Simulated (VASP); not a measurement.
# V (I4/mmm) in VASP: further runs

The runs below take V through single point, with PBE.

Everything below comes from runs of VASP 6.6.1. Logs are shortened: lines on timing, memory, paths and dates and some standing lists are left out, and cuts for length are marked.

**1. The cell of the first run**

The structure is tetragonal, space group I4/mmm (No. 139). The conventional cell has a = 2.937 Å, b = 2.937 Å, c = 3.060 Å, α = 90.00°, β = 90.00°, γ = 90.00°. Within 3.4 Å of V (site symmetry 4/mmm) lie 14 V at 2.58 to 3.06 Å.

**2. Single point, PBE (biaxial strain in the a-b plane: -2.0 %, then relaxed in part)**

Contents of INCAR:

```
PREC = Accurate
ENCUT = 520
EDIFF = 1E-6
ISMEAR = 0
SIGMA = 0.1
LREAL = F
LASPH = T
NELM = 80
ALGO = Fast
ISIF = 2
LWAVE = F
LCHARG = T
GGA = PE
LELF = T
LVHAR = T
NBANDS = 20
```

Contents of KPOINTS:

```
Automatic mesh
0
Gamma
  18 18 18
```

Contents of POSCAR:

```
V
1.0
    2.9372316461      0.0000000000      0.0000000000
    0.0000000000      2.9372316461      0.0000000000
    0.0000000000      0.0000000000      3.0600911554
V
2
Direct
    0.0000000000      0.0000000000      0.0000000000
    0.5000000000      0.5000000000      0.5000000000
```

Potentials or basis: VASP PAW PBE potentials, release 64 (V_sv).

Launch:

```sh
cat potpaw_PBE.64/V_sv/POTCAR > POTCAR
mpirun -np 1 vasp_std > vasp.out
```

OUTCAR:

```text
PREC = Accurate
   ENCUT = 520
   EDIFF = 1E-6
   ISMEAR = 0
   LREAL = F
   LASPH = T
   NELM = 80
   ISIF = 2
   GGA = PE

 ion  position               nearest neighbor table
   1  0.000  0.000  0.000-   2 2.58   2 2.58   2 2.58   2 2.58   2 2.58   2 2.58   2 2.58   2 2.58

   2  0.500  0.500  0.500-   1 2.58   1 2.58   1 2.58   1 2.58   1 2.58   1 2.58   1 2.58   1 2.58

  LATTYP: Found a simple tetragonal cell.
 ALAT       =     2.9372316461
 C/A-ratio  =     1.0418283350

  Lattice vectors:

 A1 = (   2.9372316461,   0.0000000000,   0.0000000000)
 A2 = (   0.0000000000,   2.9372316461,   0.0000000000)
 A3 = (   0.0000000000,   0.0000000000,   3.0600911554)

Analysis of symmetry for initial positions (statically):
=====================================================================
 Subroutine PRICEL returns following result:

  LATTYP: Found a body centered tetragonal cell.
 ALAT       =     2.9372316461
 C/A-ratio  =     1.0418283350

  Lattice vectors:

 A1 = (  -1.4686158230,  -1.4686158230,  -1.5300455777)
 A2 = (   1.4686158230,   1.4686158230,  -1.5300455777)
 A3 = (   1.4686158230,  -1.4686158231,   1.5300455777)

   2 primitive cells build up your supercell.

 Routine SETGRP: Setting up the symmetry group for a
 simple tetragonal supercell.

 Subroutine GETGRP returns: Found 16 space group operations
 (whereof 16 operations were pure point group operations)
 out of a pool of 16 trial point group operations.

The static configuration has the point symmetry D_4h.

Analysis of symmetry for dynamics (positions and initial velocities):
=====================================================================
 Subroutine PRICEL returns following result:

  LATTYP: Found a body centered tetragonal cell.
 ALAT       =     2.9372316461
 C/A-ratio  =     1.0418283350

  Lattice vectors:

 A1 = (  -1.4686158230,  -1.4686158230,  -1.5300455777)
 A2 = (   1.4686158230,   1.4686158230,  -1.5300455777)
 A3 = (   1.4686158230,  -1.4686158231,   1.5300455777)

   2 primitive cells build up your supercell.

 Routine SETGRP: Setting up the symmetry group for a
 simple tetragonal supercell.

 Subroutine GETGRP returns: Found 16 space group operations
 (whereof 16 operations were pure point group operations)
 out of a pool of 16 trial point group operations.

The dynamic configuration has the point symmetry D_4h.

 Subroutine INISYM returns: Found 16 space group operations
 (whereof 16 operations are pure point group operations),
 and found     2 'primitive' translations

----------------------------------------------------------------------------------------

                                     Primitive cell

  volume of cell :      13.2002

  direct lattice vectors                    reciprocal lattice vectors
    -1.468615823 -1.468615823 -1.530045578    -0.000000000 -0.340456634 -0.326787651
     1.468615823  1.468615823 -1.530045578     0.340456634  0.000000000 -0.326787651
     1.468615823 -1.468615823  1.530045578     0.340456634 -0.340456634  0.000000000

  length of vectors
     2.579671363  2.579671363  2.579671363     0.471911950  0.471911950  0.481478389

  position of ions in fractional coordinates (direct lattice)
     0.000000000  0.000000000  0.000000000

  ion indices of the primitive-cell ions
   primitive index   ion index
                 1           1

----------------------------------------------------------------------------------------

 KPOINTS: Automatic mesh

Automatic generation of k-mesh.
 Grid dimensions read from file:
 generate k-points for:   18   18   18

 Generating k-lattice:

  Cartesian coordinates                     Fractional coordinates (reciprocal lattice)
     0.018914257  0.000000000  0.000000000     0.055555556  0.000000000  0.000000000
     0.000000000  0.018914257  0.000000000     0.000000000  0.055555556  0.000000000
     0.000000000  0.000000000  0.018154869     0.000000000  0.000000000  0.055555556

  Length of vectors
     0.018914257  0.018914257  0.018154869

  Shift w.r.t. Gamma in fractional coordinates (k-lattice)
     0.000000000  0.000000000  0.000000000

 Subroutine IBZKPT returns following result:
 ===========================================

 Found    550 irreducible k-points:

 Following reciprocal coordinates:
            Coordinates               Weight
  0.000000  0.000000  0.000000      1.000000
  0.055556  0.000000  0.000000      4.000000
  0.111111  0.000000  0.000000      4.000000
  0.166667  0.000000  0.000000      4.000000
  0.222222  0.000000  0.000000      4.000000
  0.277778  0.000000  0.000000      4.000000
[... 16 lines left out ...]
  0.277778  0.111111  0.000000      8.000000
  0.333333  0.111111  0.000000      8.000000
 [... further k-points ...]
   k-points           NKPTS =    550   k-points in BZ     NKDIM =    550   number of bands    NBANDS=     20
   number of dos      NEDOS =    301   number of ions     NIONS =      2
   total plane-waves  NPLWV =  13824
   dimension x,y,z NGX =    24 NGY =   24 NGZ =   24
   dimension x,y,z NGXF=    48 NGYF=   48 NGZF=   48
   ions per type =               2
   NGX,Y,Z   is equivalent  to a cutoff of  13.58, 13.58, 13.04 a.u.
   NGXF,Y,Z  is equivalent  to a cutoff of  27.17, 27.17, 26.08 a.u.
 SYSTEM =  unknown system
   PREC   = accura    normal or accurate (medium, high low for compatibility)
   ISTART =      0    job   : 0-new  1-cont  2-samecut
   ICHARG =      2    charge: 1-file 2-atom 10-const
   ISPIN  =      1    spin polarized calculation?
   LNONCOLLINEAR =      F non collinear calculations
   LSORBIT =      F    spin-orbit coupling
   LASPH  =      T    aspherical Exc in radial PAW
   ENCUT  =  520.0 eV  38.22 Ry    6.18 a.u.   5.46  5.46  5.69*2*pi/ulx,y,z
   NELM   =     80;   NELMIN=  2; NELMDL= -5     # of ELM steps
   EDIFF  = 0.1E-05   stopping-criterion for ELM
   LREAL  =      F    real-space projection
   EDIFFG = 0.1E-04   stopping-criterion for IOM
   NSW    =      0    number of steps for IOM
   IBRION =     -1    ionic relax: 0-MD 1-quasi-New 2-CG
   NFREE  =      0    steps in history (QN), initial steepest desc. (CG)
   ISIF   =      2    stress and relaxation
   ISYM   =      2    0-nonsym 1-usesym 2-fastsym
   POTIM  = 0.5000    time-step for ionic-motion
   TEBEG  =    0.0;   TEEND  =   0.0 temperature during run
   PSTRESS=    0.0 pullay stress
   NELECT =      26.0000    total number of electrons
   NUPDOWN=      -1.0000    fix difference up-down
   EMIN   =  10.00;   EMAX   =-10.00  energy-range for DOS
   EFERMI =   0.00;   METHOD = LEGACY
   ISMEAR =     0;   SIGMA  =   0.10  broadening in eV -4-tet -1-fermi 0-gaus
   EFERMI_NEDOS =   21; number of points for ismear=-14 and -15
   IALGO  =     68    algorithm
   IMIX   =      4    mixing-type and parameters
     AMIX     =   0.40;   BMIX     =  1.00
     AMIX_MAG =   1.60;   BMIX_MAG =  1.00
  volume/ion in A,a.u.               =      13.20        89.08
  Fermi-wavevector in a.u.,A,eV,Ry     =   1.628780  3.077947 36.095215  2.652923
  Thomas-Fermi vector in A             =   2.721354
   LORBIT       =      0    0 simple, 1 ext, 2 COOP (PROOUT), +10 PAW based schemes
   GGA     = PE    functional components
   LHFCALC =     F    Hartree Fock is set to
   AEXX    =    0.0000 exact exchange contribution
   IVDW    =     0    specifies the selected vdW correction
   LEPSILON=     F    determine dielectric tensor
   LRPA    =     F    only Hartree local field effects (RPA)
 non-spin polarized calculation
 RMM-DIIS sequential band-by-band and
 Gauss-broadening in eV      SIGMA  =   0.10
  energy-cutoff  :      520.00
  volume of cell :       26.40
 maximum number of plane-waves:       731
 NGX is ok and might be reduce to    24
   NGX = 11   NGY = 11   NGZ = 11

 number of electron      26.0000004 magnetization

 Free energy of the ion-electron system (eV)
  ---------------------------------------------------
  ext. energy  EPLUGINS =         0.00000000
  ---------------------------------------------------
  free energy    TOTEN  =       -17.97347559 eV

  energy without entropy =      -17.95640906  energy(sigma->0) =      -17.96494233

 E-fermi :   9.9701     XC(G=0): -13.0144

 val. band max:        9.9696660263   @ k =   0.1111   0.1111   0.1667
 cond. band min:       9.9711574059   @ k =   0.3333   0.2778   0.0556
 fundamental gap:      0.0014913797
 Fermi energy:         9.9700738475

 k-point     1 :       0.0000    0.0000    0.0000
  band No.  band energies     occupation
      1     -53.7345      2.00000
      2     -53.3750      2.00000
      3     -27.7040      2.00000
      4     -27.6255      2.00000
      5     -27.6255      2.00000
      6     -27.0017      2.00000
[... 12 lines left out ...]
     19      13.8095      0.00000
     20      19.4665      0.00000

 k-point     2 :       0.0556    0.0000    0.0000
  band No.  band energies     occupation
      1     -53.7312      2.00000
      2     -53.3771      2.00000
      3     -27.6983      2.00000
      4     -27.6270      2.00000
      5     -27.6204      2.00000
      6     -27.0126      2.00000
[... 12 lines left out ...]
     19      13.7790      0.00000
     20      19.6524      0.00000

 k-point     3 :       0.1111    0.0000    0.0000
  band No.  band energies     occupation
      1     -53.7215      2.00000
      2     -53.3836      2.00000
      3     -27.6814      2.00000
      4     -27.6308      2.00000
      5     -27.6052      2.00000
      6     -27.0454      2.00000
[... 12 lines left out ...]
     19      13.6890      0.00000
     20      19.7602      0.00000

 k-point     4 :       0.1667    0.0000    0.0000
  band No.  band energies     occupation
      1     -53.7058      2.00000
      2     -53.3942      2.00000
      3     -27.6540      2.00000
      4     -27.6353      2.00000
      5     -27.5806      2.00000
      6     -27.0969      2.00000
[... 429 lines left out ...]
 k-point    23 :       0.2778    0.1111    0.0000
  band No.  band energies     occupation
      1     -53.6501      2.00000
      2     -53.4325      2.00000
      3     -27.6991      2.00000
      4     -27.5559      2.00000
      5     -27.4394      2.00000
      6     -27.3292      2.00000
[... 12 lines left out ...]
     19      13.5340      0.00000
     20      16.9791      0.00000

 k-point    24 :       0.3333    0.1111    0.0000
  band No.  band energies     occupation
      1     -53.6229      2.00000
      2     -53.4535      2.00000
      3     -27.6950      2.00000
      4     -27.5066      2.00000
      5     -27.4081      2.00000
      6     -27.3910      2.00000
[... 12 lines left out ...]
     19      13.3009      0.00000
     20      15.9764      0.00000

 [... further k-points ...]

------------------------ aborting loop because EDIFF is reached ----------------------------------------

  FORCE on cell =-STRESS in cart. coord.  units (eV):
  Direction    XX          YY          ZZ          XY          YZ          ZX
  --------------------------------------------------------------------------------------
  -------------------------------------------------------------------------------------
  Total        0.9845061      0.9845061      0.0556794      0.0000000      0.0000000      0.0000000
  in kB       59.7472956     59.7472956      3.3790493      0.0000000      0.0000000      0.0000000
  external PRESSURE =      40.9578802 kB  Pullay stress =       0.0000000 kB

 VOLUME and BASIS-vectors are now :
 -----------------------------------------------------------------------------
  energy-cutoff  :      520.00
  volume of cell :       26.40
      direct lattice vectors                 reciprocal lattice vectors
     2.937231646  0.000000000  0.000000000     0.340456634  0.000000000  0.000000000
     0.000000000  2.937231646  0.000000000     0.000000000  0.340456634  0.000000000
     0.000000000  0.000000000  3.060091155     0.000000000  0.000000000  0.326787651

 POSITION                                       TOTAL-FORCE (eV/Angst)
 -----------------------------------------------------------------------------------
      0.00000      0.00000      0.00000         0.000000      0.000000      0.000000
      1.46862      1.46862      1.53005        -0.000000     -0.000000     -0.000000
 -----------------------------------------------------------------------------------
    total drift:                                0.000000      0.000000     -0.000000

  FREE ENERGIE OF THE ION-ELECTRON SYSTEM (eV)
  ---------------------------------------------------
  free  energy   TOTEN  =       -17.9734755914 eV

  energy  without entropy=      -17.9564090589  energy(sigma->0) =      -17.96494233
```

Wall time 3.3 min (1 thread of Intel Xeon Platinum 8259CL at 2.50GHz (Skylake/Cascade Lake), shared host); peak memory 0.32 GiB.

What came out:

| Item | Value |
| --- | --- |
| Free energy | -17.9735 eV |
| Pressure | 4.1 GPa |
| Band gap on the k mesh | zero (bands 13 and 14 overlap by 3.02 eV) |

Stress tensor (GPa, compression positive):
```
5.97 0.00 0.00
0.00 5.97 0.00
0.00 0.00 0.34
```

Levels at points of the mesh, in eV from the Fermi level:
| k point | band 11 | band 12 | band 13 | band 14 | band 15 | band 16 |
| --- | --- | --- | --- | --- | --- | --- |
| (0.00, 0.00, 0.00) | -3.03 | 0.31 | 0.31 | 0.64 | 2.27 | 2.64 |
| (0.50, 0.00, 0.00) | -0.57 | -0.57 | 0.65 | 0.65 | 0.93 | 0.93 |
| (0.50, 0.50, 0.00) | -1.43 | -1.43 | 1.94 | 1.94 | 2.72 | 2.72 |
| (0.00, 0.00, 0.50) | -0.69 | -0.69 | 0.99 | 0.99 | 0.99 | 0.99 |
| (0.50, 0.00, 0.50) | -1.03 | -1.03 | 1.60 | 1.60 | 2.27 | 2.27 |
| (0.50, 0.50, 0.50) | -1.08 | -1.08 | -1.08 | -1.08 | 2.81 | 2.81 |

Caveat: the cell differs from its parent crystal (biaxial strain in the a-b plane: -2.0 %, then relaxed in part); the stress differs along the axes, from 0 to 6 GPa.

**3. Single point, PBE (biaxial strain in the a-b plane: +2.0 %, then relaxed in part)**

Contents of INCAR:

```
PREC = Accurate
ENCUT = 520
EDIFF = 1E-6
ISMEAR = 0
SIGMA = 0.1
LREAL = False
LASPH = True
NELM = 60
ALGO = Fast
ISIF = 2
LWAVE = False
LCHARG = True
GGA = PE
LELF = True
LVHAR = True
NBANDS = 20
```

Contents of KPOINTS:

```
regular mesh
0
Gamma
  18 18 18
```

Contents of POSCAR:

```
V
1.0
    3.0571186520      0.0000000000      0.0000000000
    0.0000000000      3.0571186520      0.0000000000
    0.0000000000      0.0000000000      2.9344983375
V
2
Direct
    0.0000000000      0.0000000000      0.0000000000
    0.5000000000      0.5000000000      0.5000000000
```

Potentials or basis: VASP PAW PBE potentials, release 64 (V_sv).

Launch:

```sh
cat potpaw_PBE.64/V_sv/POTCAR > POTCAR
mpirun -np 1 vasp_std > vasp.out
```

Wall time 3.2 min (1 thread of Intel Xeon Platinum 8259CL at 2.50GHz (Skylake/Cascade Lake), shared host); peak memory 0.33 GiB.

The run converged. Its results:

| Property | Result |
| --- | --- |
| Free energy | -17.9767 eV |
| Pressure | -2.9 GPa |
| Band gap on the k mesh | zero (bands 13 and 14 overlap by 2.73 eV) |

Stress tensor (GPa, compression positive):
```
-4.47  0.00  0.00
 0.00 -4.47  0.00
 0.00  0.00  0.29
```

Levels at points of the mesh, in eV from the Fermi level:
```
           k point  band 9  band 10  band 11  band 12  band 13  band 14  band 15  band 16  band 17  band 18
(0.00, 0.00, 0.00)   -6.55    -2.97    -2.86     0.19     0.52     0.52     2.16     2.54     3.60     3.60
(0.50, 0.00, 0.00)   -2.98    -2.98    -0.58    -0.58     0.76     0.76     1.03     1.03     1.97     1.97
(0.50, 0.50, 0.00)   -3.10    -3.10    -0.83    -0.83     1.35     1.35     2.11     2.11     2.61     2.61
(0.00, 0.00, 0.50)   -2.74    -2.74    -0.45    -0.45     0.69     0.69     0.69     0.69     1.84     1.84
(0.50, 0.00, 0.50)   -3.12    -3.12    -1.22    -1.22     1.69     1.69     2.40     2.40     2.85     2.85
(0.50, 0.50, 0.50)   -1.17    -1.17    -1.17    -1.17    -0.98    -0.98     2.69     2.69     2.86     2.86
```

Caveat: the cell differs from its parent crystal (biaxial strain in the a-b plane: +2.0 %, then relaxed in part).

(Continued in part 2 of 2.)
